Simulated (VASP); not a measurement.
# Pt in VASP: a series of runs, part 2 of 2

VASP 6.6.1.

**4. Single point, PBEsol (strain -0.030 along x and y, -0.030 along z)**

INCAR

```
PREC = Accurate
ENCUT = 520
EDIFF = 1E-7
ISMEAR = 0
SIGMA = 0.15
LREAL = F
LASPH = T
NELM = 100
ALGO = Fast
ISIF = 2
LWAVE = F
LCHARG = F
GGA = PS
NBANDS = 11
```

KPOINTS

```
Automatic mesh
0
Gamma
  26 26 26
```

POSCAR

```
Pt
1.0
   -1.5136564832      1.5136564832      1.5136564832
    1.5136564832     -1.5136564832      1.5136564832
    1.5136564832      1.5136564832     -1.5136564832
Pt
1
Direct
    0.0000000000      0.0000000000      0.0000000000
```

Potentials or basis: VASP PAW PBE potentials, release 64 (Pt).

Started as:

```
> cat potpaw_PBE.64/Pt/POTCAR > POTCAR
> mpirun -np 1 vasp_std > vasp.out
```

OUTCAR:

```text
PREC = Accurate
   ENCUT = 520
   EDIFF = 1E-7
   ISMEAR = 0
   LREAL = F
   LASPH = T
   NELM = 100
   ISIF = 2
   GGA = PS

 ion  position               nearest neighbor table
   1  0.000  0.000  0.000-

  LATTYP: Found a body centered cubic cell.
 ALAT       =     3.0273129664

  Lattice vectors:

 A1 = (  -1.5136564832,   1.5136564832,   1.5136564832)
 A2 = (   1.5136564832,  -1.5136564832,   1.5136564832)
 A3 = (   1.5136564832,   1.5136564832,  -1.5136564832)

Analysis of symmetry for initial positions (statically):
=====================================================================
 Subroutine PRICEL returns:
 Original cell was already a primitive cell.

 Routine SETGRP: Setting up the symmetry group for a
 body centered cubic supercell.

 Subroutine GETGRP returns: Found 48 space group operations
 (whereof 48 operations were pure point group operations)
 out of a pool of 48 trial point group operations.

The static configuration has the point symmetry O_h .

Analysis of symmetry for dynamics (positions and initial velocities):
=====================================================================
[... 160 lines left out ...]
 cond. band min:      12.5272254728   @ k =  -0.3846  -0.4615   0.1538
 fundamental gap:      0.0090935865
 Fermi energy:        12.5202116308

 k-point     1 :       0.0000    0.0000    0.0000
  band No.  band energies     occupation
      1       1.5175      2.00000
      2       8.2464      2.00000
      3       8.2464      2.00000
      4       8.2464      2.00000
      5      11.2831      2.00000
      6      11.2831      2.00000
      7      29.4775      0.00000
      8      29.4775      0.00000
      9      29.4775      0.00000
     10      41.2281      0.00000
     11      41.2281      0.00000
[... 309 lines left out ...]
 k-point    24 :       0.3846    0.0385    0.0000
  band No.  band energies     occupation
      1       4.6530      2.00000
      2       6.6364      2.00000
      3      10.3319      2.00000
      4      11.2323      2.00000
      5      11.7680      2.00000
      6      13.3069      0.00000
      7      21.9830      0.00000
      8      26.2918      0.00000
      9      30.5362      0.00000
     10      37.6595      0.00000
     11      38.1059      0.00000

 [... further k-points ...]
[... 5 lines left out ...]
  --------------------------------------------------------------------------------------
  -------------------------------------------------------------------------------------
  Total        2.7792241      2.7792241      2.7792241     -0.0000000     -0.0000000      0.0000000
  in kB      320.9904985    320.9904985    320.9904985     -0.0000000     -0.0000000      0.0000000
  external PRESSURE =     320.9904985 kB  Pullay stress =       0.0000000 kB

 VOLUME and BASIS-vectors are now :
 -----------------------------------------------------------------------------
  energy-cutoff  :      520.00
  volume of cell :       13.87
      direct lattice vectors                 reciprocal lattice vectors
    -1.513656483  1.513656483  1.513656483     0.000000000  0.330325940  0.330325940
     1.513656483 -1.513656483  1.513656483     0.330325940  0.000000000  0.330325940
     1.513656483  1.513656483 -1.513656483     0.330325940  0.330325940  0.000000000

 POSITION                                       TOTAL-FORCE (eV/Angst)
 -----------------------------------------------------------------------------------
      0.00000      0.00000      0.00000         0.000000     -0.000000     -0.000000
 -----------------------------------------------------------------------------------
    total drift:                                0.000000     -0.000000      0.000000

  FREE ENERGIE OF THE ION-ELECTRON SYSTEM (eV)
  ---------------------------------------------------
  free  energy   TOTEN  =        -6.7377654095 eV

  energy  without entropy=       -6.7302787371  energy(sigma->0) =       -6.73402207
```

OSZICAR:

```text
N       E                     dE             d eps       ncg     rms          rms(c)
DAV:   1     0.397879396228E+02    0.39788E+02   -0.54129E+03 11506   0.853E+02
DAV:   2    -0.653255712704E+01   -0.46320E+02   -0.44437E+02 12817   0.182E+02
DAV:   3    -0.714261166292E+01   -0.61005E+00   -0.60871E+00 13254   0.197E+01
DAV:   4    -0.714482821636E+01   -0.22166E-02   -0.22164E-02 13088   0.139E+00
DAV:   5    -0.714484375425E+01   -0.15538E-04   -0.15537E-04 13396   0.106E-01    0.165E+01
RMM:   6    -0.679680814511E+01    0.34804E+00   -0.28068E-01 11329   0.455E+00    0.867E+00
RMM:   7    -0.674224667320E+01    0.54561E-01   -0.81276E-02 11872   0.257E+00    0.249E+00
RMM:   8    -0.673794628013E+01    0.43004E-02   -0.97131E-03 12336   0.917E-01    0.568E-01
RMM:   9    -0.673775120134E+01    0.19508E-03   -0.80617E-04 13258   0.244E-01    0.663E-02
RMM:  10    -0.673776513042E+01   -0.13929E-04   -0.13286E-04 13389   0.883E-02    0.718E-02
RMM:  11    -0.673777516148E+01   -0.10031E-04   -0.28963E-05 13126   0.423E-02    0.112E-01
RMM:  12    -0.673776632156E+01    0.88399E-05   -0.22787E-05 12500   0.399E-02    0.208E-02
RMM:  13    -0.673776580617E+01    0.51538E-06   -0.10978E-06 14017   0.804E-03    0.129E-02
RMM:  14    -0.673776536023E+01    0.44594E-06   -0.43969E-07 12798   0.553E-03    0.833E-03
RMM:  15    -0.673776540949E+01   -0.49262E-07   -0.18256E-07  9184   0.355E-03
   1 F= -.67377654E+01 E0= -.67340221E+01  d E =-.748667E-02
```

Wall time 31 s (1 thread of Intel Xeon 6975P-C (Granite Rapids), shared host); peak memory 0.19 GiB.

What came out:

* Free energy: -6.7378 eV
* Pressure: 32.1 GPa
* Band gap on the k mesh: zero (band 5 reaches 13.84 eV, above the bottom of band 6 at 11.08 eV)

Levels at points of the mesh, in eV from the Fermi level:
```tsv
k point	band 1	band 2	band 3	band 4	band 5	band 6	band 7	band 8	band 9	band 10
(0.00, 0.00, 0.00)	-11.00	-4.27	-4.27	-4.27	-1.24	-1.24	16.96	16.96	16.96	28.71
(0.50, 0.00, 0.00)	-7.96	-6.03	-1.43	-0.79	-0.23	1.36	7.46	13.17	16.92	24.66
(0.50, 0.50, 0.50)	-7.51	-7.51	0.69	0.69	0.69	7.90	7.90	7.90	14.71	21.00
```

Caveat: the cell differs from its parent crystal (strain -0.030 along x and y, -0.030 along z); the PAW data sets were made with another functional, which shifts forces and pressure a little; spin-orbit coupling is left out, which moves the levels of the heavy elements.

**5. Single point, PBEsol (strain -0.015 along x and y, -0.015 along z)**

INCAR

```
ALGO = Fast
EDIFF = 1E-6
ENCUT = 520
GGA = PS
ISIF = 2
ISMEAR = 0
LASPH = True
LCHARG = False
LREAL = False
LWAVE = False
NBANDS = 11
NELM = 60
PREC = Accurate
SIGMA = 0.15
```

KPOINTS

```
k-points
0
Gamma
  26 26 26
```

POSCAR

```
Pt
1.0
   -1.5370635422      1.5370635422      1.5370635422
    1.5370635422     -1.5370635422      1.5370635422
    1.5370635422      1.5370635422     -1.5370635422
Pt
1
Direct
    0.0000000000      0.0000000000      0.0000000000
```

Started as:

```
> cat potpaw_PBE.64/Pt/POTCAR > POTCAR
> mpirun -np 1 vasp_std > vasp.out
```

Wall time 27 s (1 thread of Intel Xeon 6975P-C (Granite Rapids), shared host); peak memory 0.19 GiB.

The run converged. Its results:

| Item | Value |
| --- | --- |
| Free energy | -6.8304 eV |
| Pressure | 14.0 GPa |
| Band gap on the k mesh | zero (band 5 reaches 12.80 eV, above the bottom of band 6 at 10.27 eV) |

Levels at points of the mesh, in eV from the Fermi level:
| k point | band 1 | band 2 | band 3 | band 4 | band 5 | band 6 | band 7 | band 8 | band 9 | band 10 |
| --- | --- | --- | --- | --- | --- | --- | --- | --- | --- | --- |
| (0.00, 0.00, 0.00) | -10.48 | -3.98 | -3.98 | -3.98 | -1.14 | -1.14 | 17.02 | 17.02 | 17.02 | 28.13 |
| (0.50, 0.00, 0.00) | -7.46 | -5.62 | -1.33 | -0.74 | -0.08 | 1.24 | 7.01 | 13.21 | 16.52 | 24.44 |
| (0.50, 0.50, 0.50) | -6.97 | -6.97 | 0.62 | 0.62 | 0.62 | 7.79 | 7.79 | 7.79 | 13.98 | 20.26 |

Caveat: the cell differs from its parent crystal (strain -0.015 along x and y, -0.015 along z); the PAW data sets were made with another functional, which shifts forces and pressure a little; spin-orbit coupling is left out, which moves the levels of the heavy elements.

**6. Overview**

| cell | further INCAR settings | gap on the mesh (eV) | pressure (GPa) |
| --- | --- | --- | --- |
| a = 2.757 Å, angles 109.9, 109.9, 108.7°, 1 atom | ALGO = Fast; EDIFF = 1e-06; NBANDS = 11 | none | -14.3 |
| a = 2.770 Å, angles 109.1, 109.1, 110.3°, 1 atom | ALGO = Fast; EDIFF = 1e-06; NBANDS = 11 | none | -17.0 |
| a = 2.622 Å, angles 109.5°, 1 atom | ALGO = Fast; EDIFF = 1e-07; NBANDS = 11 | none | 32.1 |
| a = 2.662 Å, angles 109.5°, 1 atom | ALGO = Fast; EDIFF = 1e-06; NBANDS = 11 | none | 14.0 |

Alike in all rows: task single point; level PBEsol; potentials or basis VASP PAW PBE potentials, release 64 (Pt); no spin polarisation; k mesh 26 × 26 × 26; cutoff (eV) 520; smearing gaussian 0.15 eV.

Caveats: the PAW data sets were made with another functional, which shifts forces and pressure a little; spin-orbit coupling is left out, which moves the levels of the heavy elements.

Absolute energies hang on the potentials; compare differences alone.
